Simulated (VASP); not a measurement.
# CdS3 (P6/mmm) in VASP: further runs, part 2 of 2

VASP 6.6.1.

## (5) Single point, PBE

The input, INCAR:

```
PREC = Accurate
ENCUT = 500
EDIFF = 1E-6
ISMEAR = 0
SIGMA = 0.1
LREAL = False
LASPH = True
NELM = 120
ALGO = Normal
ISIF = 2
LWAVE = False
LCHARG = False
GGA = PE
NBANDS = 23
GGA_COMPAT = False
```

The input, KPOINTS:

```
Automatic mesh
0
Gamma
  12 12 10
```

The input, POSCAR:

```
CdS3
1.0
    4.7970260299      0.0000000000      0.0000000000
   -2.3985130149      4.1543464045      0.0000000000
    0.0000000000      0.0000000000      4.9768097068
Cd S
1 3
Direct
    0.0000000000      0.0000000000      0.5000000000
    0.0000000000      0.0000000000      0.0000000000
    0.3333333333      0.6666666667      0.5000000000
    0.6666666667      0.3333333333      0.5000000000
```

Potentials or basis: VASP PAW PBE potentials, release 64 (Cd, S).

Run with:

```console
$ cat potpaw_PBE.64/Cd/POTCAR potpaw_PBE.64/S/POTCAR > POTCAR
$ mpirun -np 1 vasp_std > vasp.out
```

OUTCAR:

```text
PREC = Accurate
   ENCUT = 500
   EDIFF = 1E-6
   ISMEAR = 0
   LREAL = False
   LASPH = True
   NELM = 120
   ISIF = 2
   GGA = PE

 ion  position               nearest neighbor table
   1  0.000  0.000  0.500-   2 2.49   2 2.49   4 2.77   3 2.77   3 2.77   4 2.77   4 2.77   3 2.77

   2  0.000  0.000  0.000-   1 2.49   1 2.49
   3  0.333  0.667  0.500-   1 2.77   4 2.77   4 2.77   1 2.77   1 2.77   4 2.77
   4  0.667  0.333  0.500-   1 2.77   3 2.77   3 2.77   1 2.77   1 2.77   3 2.77

[... 825 lines left out ...]
  Direction    XX          YY          ZZ          XY          YZ          ZX
  --------------------------------------------------------------------------------------
  -------------------------------------------------------------------------------------
  Total        0.1017392      0.1017392      0.2393175      0.0000000      0.0000000      0.0000000
  in kB        1.6435122      1.6435122      3.8659759      0.0000000      0.0000000      0.0000000
  external PRESSURE =       2.3843334 kB  Pullay stress =       0.0000000 kB

 VOLUME and BASIS-vectors are now :
 -----------------------------------------------------------------------------
  energy-cutoff  :      500.00
  volume of cell :       99.18
      direct lattice vectors                 reciprocal lattice vectors
     4.797026030  0.000000000  0.000000000     0.208462492  0.120355876  0.000000000
    -2.398513015  4.154346405  0.000000000     0.000000000  0.240711752  0.000000000
     0.000000000  0.000000000  4.976809707     0.000000000  0.000000000  0.200931934

 POSITION                                       TOTAL-FORCE (eV/Angst)
 -----------------------------------------------------------------------------------
      0.00000      0.00000      2.48840        -0.000000      0.000000     -0.000000
      0.00000      0.00000      0.00000        -0.000000      0.000000     -0.000000
     -0.00000      2.76956      2.48840        -0.000000      0.000000      0.000000
      2.39851      1.38478      2.48840         0.000000     -0.000000     -0.000000
 -----------------------------------------------------------------------------------
    total drift:                                0.000000     -0.000000     -0.000000

  FREE ENERGIE OF THE ION-ELECTRON SYSTEM (eV)
  ---------------------------------------------------
  free  energy   TOTEN  =        -9.9900859290 eV

  energy  without entropy=       -9.9582962639  energy(sigma->0) =       -9.97419110
```

OSZICAR:

```text
N       E                     dE             d eps       ncg     rms          rms(c)
DAV:   1     0.169381093297E+03    0.16938E+03   -0.13214E+04  5244   0.110E+03
DAV:   2    -0.672513404155E+00   -0.17005E+03   -0.16281E+03  6505   0.253E+02
DAV:   3    -0.107482626015E+02   -0.10076E+02   -0.99277E+01  6581   0.598E+01
DAV:   4    -0.108815312313E+02   -0.13327E+00   -0.13316E+00  6226   0.732E+00
DAV:   5    -0.108844640785E+02   -0.29328E-02   -0.29323E-02  6651   0.108E+00    0.107E+01
DAV:   6    -0.106088964411E+02    0.27557E+00   -0.99611E+00  7175   0.157E+01    0.108E+01
DAV:   7    -0.100482118032E+02    0.56068E+00   -0.45297E+00  6985   0.554E+00    0.722E+00
DAV:   8    -0.999590891777E+01    0.52303E-01   -0.40558E-01  6462   0.279E+00    0.233E+00
DAV:   9    -0.999020454988E+01    0.57044E-02   -0.40027E-02  6399   0.989E-01    0.328E-01
DAV:  10    -0.998999905114E+01    0.20550E-03   -0.26518E-03  6252   0.272E-01    0.146E-01
DAV:  11    -0.999005738586E+01   -0.58335E-04   -0.19038E-04  6469   0.856E-02    0.673E-02
DAV:  12    -0.999008251143E+01   -0.25126E-04   -0.57465E-05  5965   0.437E-02    0.238E-02
DAV:  13    -0.999008580694E+01   -0.32955E-05   -0.79789E-06  6384   0.165E-02    0.509E-03
DAV:  14    -0.999008592902E+01   -0.12208E-06   -0.38822E-07  4547   0.375E-03
   1 F= -.99900859E+01 E0= -.99741911E+01  d E =-.317897E-01
```

It took 2.3 min on 1 thread of Intel Xeon Platinum 8488C (Sapphire Rapids), shared host; peak memory 0.34 GiB.

What came out:

```
Free energy            : -9.9901 eV
Pressure               : 0.2 GPa
Band gap on the k mesh : zero (band 15 reaches 1.78 eV, above the bottom of band 16 at 1.05 eV)
```

Levels at points of the mesh, in eV from the Fermi level:
```
           k point  band 12  band 13  band 14  band 15  band 16  band 17  band 18  band 19
(0.00, 0.00, 0.00)    -1.88    -1.88    -0.79     0.31     0.35     0.35     1.73     5.88
(0.50, 0.00, 0.00)    -1.39    -1.13    -0.49    -0.39     0.09     1.48     3.45     7.19
(0.00, 0.00, 0.50)    -2.36    -1.29    -1.29    -0.28    -0.28     0.16     5.56     7.49
(0.50, 0.00, 0.50)    -0.95    -0.44    -0.12    -0.09     0.39     1.50     6.04     6.39
```

## (6) Relaxation of cell and atoms, PBE

The input, INCAR:

```
SYSTEM = CdS3
  PREC = Accurate
  ENCUT = 500
  EDIFF = 1E-7
  ISMEAR = 0
  SIGMA = 0.1
  LREAL = .FALSE.
  LASPH = .TRUE.
  NELM = 120
  ALGO = Normal
  ISIF = 3
  LWAVE = .FALSE.
  LCHARG = .FALSE.
  GGA = PE
  IBRION = 2
  NSW = 100
  EDIFFG = -0.01
  GGA_COMPAT = .FALSE.
  NELMIN = 4
```

The input, KPOINTS:

```
regular mesh
0
G
  12 12 10
  0 0 0
```

The input, POSCAR:

```
CdS3
1.0
    4.8008216082      0.0000000000      0.0000000000
   -2.4004108041      4.1576334717      0.0000000000
    0.0000000000      0.0000000000      4.9744937402
Cd S
1 3
Direct
    0.0000000000      0.0000000000      0.5000000000
    0.0000000000      0.0000000000      0.0000000000
    0.3333333333      0.6666666667      0.5000000000
    0.6666666667      0.3333333333      0.5000000000
```

Potentials or basis: VASP PAW PBE potentials, release 64 (Cd, S).

Run with:

```console
$ cat potpaw_PBE.64/Cd/POTCAR potpaw_PBE.64/S/POTCAR > POTCAR
$ mpirun -np 1 vasp_std > vasp.out
```

Wall time 4.1 min (1 thread of Intel Xeon Platinum 8488C (Sapphire Rapids), shared host); peak memory 0.34 GiB.

It converged, with:

```
Free energy                            : -9.9906 eV
Relaxed volume                         : 24.94 Å³/atom
Relaxed cell                           : a = 4.804 Å, b = 4.804 Å, c = 4.993 Å, α = 90.00°, β = 90.00°, γ = 120.00°
Space group after relaxing (to 0.05 Å) : P6/mmm (No. 191)
Energy gained by relaxing              : 0.1 meV/atom
Ionic steps                            : 3
Pressure after relaxing                : 0.0 GPa
Band gap on the k mesh                 : zero (band 15 reaches 1.73 eV, above the bottom of band 16 at 1.01 eV)
```

The path:
```csv
step,energy change (eV),largest force (eV/Å),pressure (GPa),volume (Å³)
1,0.0000,0.0000,0.19,99.29
2,-0.0005,0.0000,-0.01,99.71
3,-0.0005,0.0000,-0.04,99.77
```

Final structure:
```
CELL_PARAMETERS angstrom
4.80371 0.00000 0.00000
-2.40185 4.16013 0.00000
0.00000 0.00000 4.99262
ATOMIC_POSITIONS crystal
Cd 0.00000 0.00000 0.50000
S 0.00000 0.00000 0.00000
S 0.33333 0.66667 0.50000
S 0.66667 0.33333 0.50000
```

Levels at points of the mesh, in eV from the Fermi level:
| k point | band 13 | band 14 | band 15 | band 16 | band 17 | band 18 |
| --- | --- | --- | --- | --- | --- | --- |
| (0.00, 0.00, 0.00) | -1.86 | -0.78 | 0.31 | 0.35 | 0.35 | 1.71 |
| (0.50, 0.00, 0.00) | -1.12 | -0.49 | -0.38 | 0.09 | 1.47 | 3.43 |
| (0.00, 0.00, 0.50) | -1.27 | -1.27 | -0.28 | -0.28 | 0.17 | 5.50 |
| (0.50, 0.00, 0.50) | -0.43 | -0.12 | -0.10 | 0.38 | 1.49 | 6.00 |

## (7) Overview

| task | cell | k mesh | gap on the mesh (eV) | pressure (GPa) | relaxed volume (Å³/atom) |
| --- | --- | --- | --- | --- | --- |
| single point | a = 4.801, b = 4.801, c = 4.974 Å, angles 90.0, 90.0, 120.0°, 4 atoms | 6 × 6 × 4 | none | 0.2 | - |
| relaxation of cell and atoms | relaxed from a = 3.850, b = 3.850, c = 8.565 Å, angles 90.0, 90.0, 120.0°, 4 atoms | 6 × 6 × 2 | none | 0.0 | 24.61 |
| relaxation of cell and atoms | relaxed from a = 4.777, b = 4.777, c = 4.958 Å, angles 90.0, 90.0, 120.0°, 4 atoms | 6 × 6 × 4 | none | -0.1 | 24.95 |
| single point | a = 4.797, b = 4.797, c = 4.977 Å, angles 90.0, 90.0, 120.0°, 4 atoms | 12 × 12 × 10 | none | 0.2 | - |
| relaxation of cell and atoms | relaxed from a = 4.801, b = 4.801, c = 4.974 Å, angles 90.0, 90.0, 120.0°, 4 atoms | 12 × 12 × 10 | none | 0.0 | 24.94 |

Alike in all rows: level PBE; potentials or basis VASP PAW PBE potentials, release 64 (Cd, S); no spin polarisation; cutoff (eV) 500; smearing gaussian 0.1 eV.

Caveats: some runs use coarse meshes.

Total energies depend on the potentials used, so only differences within one code and one set of settings carry meaning.
